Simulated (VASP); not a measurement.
# SiC (F-43m) in VASP: a series of runs

The runs below take SiC through single point, with r2SCAN.

All numbers are computed with VASP 6.6.1; they aren't measurements. Logs are shortened: lines on timing, memory, paths and dates and some standing lists are left out, and cuts for length are marked.

**What was measured.**

From “Insight into the structural, elastic and electronic properties of a new orthorhombic 6O-SiC polytype”, 2020, pmc:7200658, for a bulk crystal of SiC: band gap 2.4 eV (indirect).

The results are compared with them further down.

**1. The cell of the first run**

Symmetry: F-43m, No. 216, cubic system. Conventional cell: a = 4.383 Å, b = 4.383 Å, c = 4.383 Å, α = 90.00°, β = 90.00°, γ = 90.00°. Si (site symmetry -43m) has 4 C at 1.90 Å within 2.5 Å. C (site symmetry -43m) has 4 Si at 1.90 Å within 2.5 Å.

**2. Single point, r2SCAN**

POSCAR

```
SiC
1.0
    0.0000000000      2.1912964221      2.1912964221
    2.1912964221      0.0000000000      2.1912964221
    2.1912964221      2.1912964221      0.0000000000
Si C
1 1
Direct
    0.0000000000      0.0000000000      0.0000000000
    0.7500000000      0.7500000000      0.7500000000
```

INCAR.step1

```
SYSTEM = SiC
ALGO = Normal ; EDIFF = 1E-5
ENCUT = 660 ; GGA = PE
GGA_COMPAT = .False. ; ISMEAR = 0
LASPH = .True. ; LCHARG = .False.
LREAL = .False. ; LWAVE = .True.
NBANDS = 11 ; NELM = 120
PREC = Accurate ; SIGMA = 0.05
```

INCAR.step2

```
SYSTEM = SiC
ALGO = Normal ; EDIFF = 1E-6
ENCUT = 660 ; GGA_COMPAT = .False.
ISIF = 2 ; ISMEAR = 0
ISTART = 1 ; LASPH = .True.
LCHARG = .True. ; LELF = .True.
LMIXTAU = .True. ; LREAL = .False.
LVHAR = .True. ; LWAVE = .False.
METAGGA = R2SCAN ; NBANDS = 11
NELM = 120 ; PREC = Accurate
SIGMA = 0.05
```

KPOINTS

```
k-points
0
Gamma
  10 10 10
  0 0 0
```

Potentials or basis: VASP PAW PBE potentials, release 64 (Si, C).

Started as:

```sh
cat potpaw_PBE.64/Si/POTCAR potpaw_PBE.64/C/POTCAR > POTCAR
cp INCAR.step1 INCAR
mpirun -np 1 vasp_std > vasp.out
cp INCAR.step2 INCAR
mpirun -np 1 vasp_std > vasp.out
```

OUTCAR:

```text
SYSTEM = SiC
   EDIFF = 1E-6
   ENCUT = 660
   ISIF = 2
   ISMEAR = 0
   ISTART = 1
   LASPH = .True.
   LREAL = .False.
   METAGGA = R2SCAN
   NELM = 120
   PREC = Accurate

 ion  position               nearest neighbor table
   1  0.000  0.000  0.000-   2 1.90   2 1.90   2 1.90   2 1.90
   2  0.750  0.750  0.750-   1 1.90   1 1.90   1 1.90   1 1.90

  LATTYP: Found a face centered cubic cell.
 ALAT       =     4.3825928442

  Lattice vectors:

 A1 = (   0.0000000000,   2.1912964221,   2.1912964221)
 A2 = (   2.1912964221,   0.0000000000,   2.1912964221)
 A3 = (   2.1912964221,   2.1912964221,   0.0000000000)

Analysis of symmetry for initial positions (statically):
=====================================================================
 Subroutine PRICEL returns:
 Original cell was already a primitive cell.

 Routine SETGRP: Setting up the symmetry group for a
 face centered cubic supercell.

 Subroutine GETGRP returns: Found 24 space group operations
 (whereof 24 operations were pure point group operations)
 out of a pool of 48 trial point group operations.

The static configuration has the point symmetry T_d .

Analysis of symmetry for dynamics (positions and initial velocities):
=====================================================================
 Subroutine PRICEL returns:
 Original cell was already a primitive cell.

 Routine SETGRP: Setting up the symmetry group for a
 face centered cubic supercell.

 Subroutine GETGRP returns: Found 24 space group operations
 (whereof 24 operations were pure point group operations)
 out of a pool of 48 trial point group operations.

The dynamic configuration has the point symmetry T_d .

 Subroutine INISYM returns: Found 24 space group operations
 (whereof 24 operations are pure point group operations),
 and found     1 'primitive' translations

----------------------------------------------------------------------------------------

                                     Primitive cell

  volume of cell :      21.0442

  direct lattice vectors                    reciprocal lattice vectors
     0.000000000  2.191296422  2.191296422    -0.228175428  0.228175428  0.228175428
     2.191296422  0.000000000  2.191296422     0.228175428 -0.228175428  0.228175428
     2.191296422  2.191296422  0.000000000     0.228175428  0.228175428 -0.228175428

  length of vectors
     3.098961119  3.098961119  3.098961119     0.395211435  0.395211435  0.395211435

  position of ions in fractional coordinates (direct lattice)
     0.000000000  0.000000000  0.000000000
     0.750000000  0.750000000  0.750000000

[... 81 lines left out ...]
   NFREE  =      0    steps in history (QN), initial steepest desc. (CG)
   ISIF   =      2    stress and relaxation
   ISYM   =      2    0-nonsym 1-usesym 2-fastsym
   POTIM  = 0.5000    time-step for ionic-motion
   TEBEG  =    0.0;   TEEND  =   0.0 temperature during run
   PSTRESS=    0.0 pullay stress
   NELECT =       8.0000    total number of electrons
   NUPDOWN=      -1.0000    fix difference up-down
   EMIN   =  10.00;   EMAX   =-10.00  energy-range for DOS
   EFERMI =   0.00;   METHOD = LEGACY
   ISMEAR =     0;   SIGMA  =   0.05  broadening in eV -4-tet -1-fermi 0-gaus
   EFERMI_NEDOS =   21; number of points for ismear=-14 and -15
   IALGO  =     38    algorithm
   IMIX   =      4    mixing-type and parameters
     AMIX     =   0.40;   BMIX     =  1.00
     AMIX_MAG =   1.60;   BMIX_MAG =  1.00
  volume/ion in A,a.u.               =      10.52        71.01
  Fermi-wavevector in a.u.,A,eV,Ry     =   1.185934  2.241090 19.135757  1.406438
  Thomas-Fermi vector in A             =   2.322117
   LORBIT       =      0    0 simple, 1 ext, 2 COOP (PROOUT), +10 PAW based schemes
   METAGGA = R2SCAN    functional components
   LHFCALC =     F    Hartree Fock is set to
   AEXX    =    0.0000 exact exchange contribution
   IVDW    =     0    specifies the selected vdW correction
   LEPSILON=     F    determine dielectric tensor
   LRPA    =     F    only Hartree local field effects (RPA)
 non-spin polarized calculation
 Gauss-broadening in eV      SIGMA  =   0.05
  energy-cutoff  :      660.00
  volume of cell :       21.04
 maximum number of plane-waves:       869
 NGX is ok and might be reduce to    28
   NGX = 13   NGY = 13   NGZ = 13

 number of electron       8.0000000 magnetization

 Free energy of the ion-electron system (eV)
  ---------------------------------------------------
  ext. energy  EPLUGINS =         0.00000000
  ---------------------------------------------------
  free energy    TOTEN  =       -19.32640273 eV

  energy without entropy =      -19.32640273  energy(sigma->0) =      -19.32640273

 E-fermi :   7.9898     XC(G=0): -11.8585

 val. band max:        7.7927640666   @ k =   0.0000   0.0000   0.0000
 cond. band min:       9.5305854942   @ k =   0.5000   0.5000   0.0000
 fundamental gap:      1.7378214276
 Fermi energy:         7.9897826999

 k-point     1 :       0.0000    0.0000    0.0000
  band No.  band energies     occupation
      1      -8.2516      2.00000
      2       7.7928      2.00000
      3       7.7928      2.00000
      4       7.7928      2.00000
      5      14.4154      0.00000
      6      15.5191      0.00000
      7      15.5191      0.00000
      8      15.5191      0.00000
      9      22.9001      0.00000
     10      22.9001      0.00000
     11      25.2810      0.00000
[... 309 lines left out ...]
 k-point    24 :       0.4000    0.3000    0.0000
  band No.  band energies     occupation
      1      -5.0635      2.00000
      2       1.9774      2.00000
      3       4.5555      2.00000
      4       5.0741      2.00000
      5      11.0730      0.00000
      6      13.8784      0.00000
      7      20.0992      0.00000
      8      20.4276      0.00000
      9      22.4232      0.00000
     10      26.7154      0.00000
     11      30.0153      0.00000

 [... further k-points ...]
[... 5 lines left out ...]
  --------------------------------------------------------------------------------------
  -------------------------------------------------------------------------------------
  Total       -0.5684327     -0.5684327     -0.5684327     -0.0000000      0.0000000      0.0000000
  in kB      -43.2769114    -43.2769114    -43.2769114     -0.0000000      0.0000000      0.0000000
  external PRESSURE =     -43.2769114 kB  Pullay stress =       0.0000000 kB

 VOLUME and BASIS-vectors are now :
 -----------------------------------------------------------------------------
  energy-cutoff  :      660.00
  volume of cell :       21.04
      direct lattice vectors                 reciprocal lattice vectors
     0.000000000  2.191296422  2.191296422    -0.228175428  0.228175428  0.228175428
     2.191296422  0.000000000  2.191296422     0.228175428 -0.228175428  0.228175428
     2.191296422  2.191296422  0.000000000     0.228175428  0.228175428 -0.228175428

 POSITION                                       TOTAL-FORCE (eV/Angst)
 -----------------------------------------------------------------------------------
      0.00000      0.00000      0.00000         0.000000     -0.000000      0.000000
      3.28694      3.28694      3.28694        -0.000000      0.000000     -0.000000
 -----------------------------------------------------------------------------------
    total drift:                                0.000000      0.000000      0.000000

  FREE ENERGIE OF THE ION-ELECTRON SYSTEM (eV)
  ---------------------------------------------------
  free  energy   TOTEN  =       -19.3264027296 eV

  energy  without entropy=      -19.3264027296  energy(sigma->0) =      -19.32640273
```

OSZICAR.step1:

```text
N       E                     dE             d eps       ncg     rms          rms(c)
DAV:   1     0.675251912183E+01    0.67525E+01   -0.46093E+03  1058   0.759E+02
DAV:   2    -0.161097548939E+02   -0.22862E+02   -0.21749E+02  1339   0.116E+02
DAV:   3    -0.168682805068E+02   -0.75853E+00   -0.75640E+00  1265   0.181E+01
DAV:   4    -0.168714388974E+02   -0.31584E-02   -0.31582E-02  1209   0.146E+00
DAV:   5    -0.168714526685E+02   -0.13771E-04   -0.13771E-04  1270   0.919E-02    0.863E+00
DAV:   6    -0.151160794946E+02    0.17554E+01   -0.64609E+00  1148   0.113E+01    0.380E+00
DAV:   7    -0.150714238880E+02    0.44656E-01   -0.36398E-01  1229   0.347E+00    0.174E+00
DAV:   8    -0.150637424195E+02    0.76815E-02   -0.20034E-02  1157   0.949E-01    0.172E-01
DAV:   9    -0.150638469182E+02   -0.10450E-03   -0.16801E-03  1287   0.232E-01    0.112E-01
DAV:  10    -0.150639607549E+02   -0.11384E-03   -0.25059E-04  1157   0.957E-02    0.264E-02
DAV:  11    -0.150639631166E+02   -0.23617E-05   -0.45510E-05  1241   0.348E-02
   1 F= -.15063963E+02 E0= -.15063963E+02  d E =-.239247E-20
```

Run time: 46 s. Hardware: 1 thread of AMD EPYC 9R14 (Zen 4), shared host; peak memory 0.13 GiB.

Results:

```
Free energy            : -19.3264 eV
Pressure               : -4.3 GPa
Band gap on the k mesh : 1.74 eV (least direct gap 5.04 eV)
```

Levels at points of the mesh, in eV from the valence-band top:
```csv
k point,band 1,band 2,band 3,band 4,band 5,band 6,band 7,band 8,band 9
"(0.00, 0.00, 0.00)",-16.04,0.00,0.00,0.00,6.62,7.73,7.73,7.73,15.11
"(0.50, 0.00, 0.00)",-12.48,-8.73,-1.10,-1.10,5.83,7.68,7.68,10.85,17.19
"(0.50, 0.50, 0.00)",-11.04,-8.00,-3.30,-3.30,1.74,4.76,14.92,14.92,15.75
```

Caveat: the cell stands under tension; the PAW data sets were made with another functional, which shifts forces and pressure a little. A k mesh can miss the band edges.

**3. Single point, r2SCAN (10.33 Å³/atom)**

This run uses another cell than the first one, of 10.33 Å³/atom.

POSCAR

```
SiC
1.0
    0.0000000000      2.1781342462      2.1781342462
    2.1781342462      0.0000000000      2.1781342462
    2.1781342462      2.1781342462      0.0000000000
Si C
1 1
Direct
    0.0000000000      0.0000000000      0.0000000000
    0.7500000000      0.7500000000      0.7500000000
```

INCAR.step1

```
SYSTEM = SiC
PREC = Accurate
ENCUT = 660
ISMEAR = 0
SIGMA = 0.05
LREAL = .False.
LASPH = .True.
NELM = 120
NBANDS = 11
GGA = PE
ALGO = Normal
EDIFF = 1E-5
LWAVE = .True.
LCHARG = .False.
GGA_COMPAT = .False.
```

INCAR.step2

```
SYSTEM = SiC
PREC = Accurate
ENCUT = 660
EDIFF = 1E-6
ISMEAR = 0
SIGMA = 0.05
LREAL = .False.
LASPH = .True.
NELM = 120
ALGO = Normal
ISIF = 2
LWAVE = .False.
LCHARG = .False.
METAGGA = R2SCAN
LMIXTAU = .True.
NBANDS = 11
ISTART = 1
GGA_COMPAT = .False.
```

KPOINTS

```
Automatic mesh
0
Gamma
  10 10 10
  0 0 0
```

Potentials or basis: VASP PAW PBE potentials, release 64 (Si, C).

Started as:

```sh
cat potpaw_PBE.64/Si/POTCAR potpaw_PBE.64/C/POTCAR > POTCAR
cp INCAR.step1 INCAR
mpirun -np 1 vasp_std > vasp.out
cp INCAR.step2 INCAR
mpirun -np 1 vasp_std > vasp.out
```

OUTCAR:

```text
SYSTEM = SiC
   PREC = Accurate
   ENCUT = 660
   EDIFF = 1E-6
   ISMEAR = 0
   LREAL = .False.
   LASPH = .True.
   NELM = 120
   ISIF = 2
   METAGGA = R2SCAN
   ISTART = 1

 ion  position               nearest neighbor table
   1  0.000  0.000  0.000-   2 1.89   2 1.89   2 1.89   2 1.89
   2  0.750  0.750  0.750-   1 1.89   1 1.89   1 1.89   1 1.89

  LATTYP: Found a face centered cubic cell.
 ALAT       =     4.3562684924

  Lattice vectors:

 A1 = (   0.0000000000,   2.1781342462,   2.1781342462)
 A2 = (   2.1781342462,   0.0000000000,   2.1781342462)
 A3 = (   2.1781342462,   2.1781342462,   0.0000000000)
[... 514 lines left out ...]
      8      20.8098      0.00000
      9      22.8512      0.00000
     10      27.0926      0.00000
     11      30.5085      0.00000

 [... further k-points ...]
[... 5 lines left out ...]
  --------------------------------------------------------------------------------------
  -------------------------------------------------------------------------------------
  Total       -0.0491808     -0.0491808     -0.0491808     -0.0000000     -0.0000000      0.0000000
  in kB       -3.8126054     -3.8126054     -3.8126054     -0.0000000     -0.0000000      0.0000000
  external PRESSURE =      -3.8126054 kB  Pullay stress =       0.0000000 kB

 VOLUME and BASIS-vectors are now :
 -----------------------------------------------------------------------------
  energy-cutoff  :      660.00
  volume of cell :       20.67
      direct lattice vectors                 reciprocal lattice vectors
     0.000000000  2.178134246  2.178134246    -0.229554262  0.229554262  0.229554262
     2.178134246  0.000000000  2.178134246     0.229554262 -0.229554262  0.229554262
     2.178134246  2.178134246  0.000000000     0.229554262  0.229554262 -0.229554262

 POSITION                                       TOTAL-FORCE (eV/Angst)
 -----------------------------------------------------------------------------------
      0.00000      0.00000      0.00000         0.000000      0.000000      0.000000
      3.26720      3.26720      3.26720        -0.000000     -0.000000     -0.000000
 -----------------------------------------------------------------------------------
    total drift:                                0.000000      0.000000      0.000000

  FREE ENERGIE OF THE ION-ELECTRON SYSTEM (eV)
  ---------------------------------------------------
  free  energy   TOTEN  =       -19.3315122041 eV

  energy  without entropy=      -19.3315122041  energy(sigma->0) =      -19.33151220
```

It took 46 s on 1 thread of AMD EPYC 9R14 (Zen 4), shared host; peak memory 0.13 GiB.

Results:

```
Free energy            : -19.3315 eV
Pressure               : -0.4 GPa
Band gap on the k mesh : 1.73 eV (least direct gap 5.06 eV)
```

Levels at points of the mesh, in eV from the valence-band top:
| k point | band 1 | band 2 | band 3 | band 4 | band 5 | band 6 | band 7 | band 8 | band 9 |
| --- | --- | --- | --- | --- | --- | --- | --- | --- | --- |
| (0.00, 0.00, 0.00) | -16.19 | 0.00 | 0.00 | 0.00 | 6.85 | 7.86 | 7.86 | 7.86 | 15.22 |
| (0.50, 0.00, 0.00) | -12.56 | -8.82 | -1.11 | -1.11 | 6.01 | 7.76 | 7.76 | 10.96 | 17.43 |
| (0.50, 0.50, 0.00) | -11.09 | -8.05 | -3.34 | -3.34 | 1.73 | 4.83 | 15.14 | 15.14 | 16.01 |

Caveat: the PAW data sets were made with another functional, which shifts forces and pressure a little.

**4. Against experiment**

Step 3. A measured gap of SiC is 2.4 eV (indirect; quoted in “Insight into the structural, elastic and electronic properties of a new orthorhombic 6O-SiC polytype”, 2020, pmc:7200658); the calculated 1.73 eV misses it by -0.67 eV. The value is that of r2SCAN on a finite k mesh, which can miss the band edges, without temperature or zero-point motion.
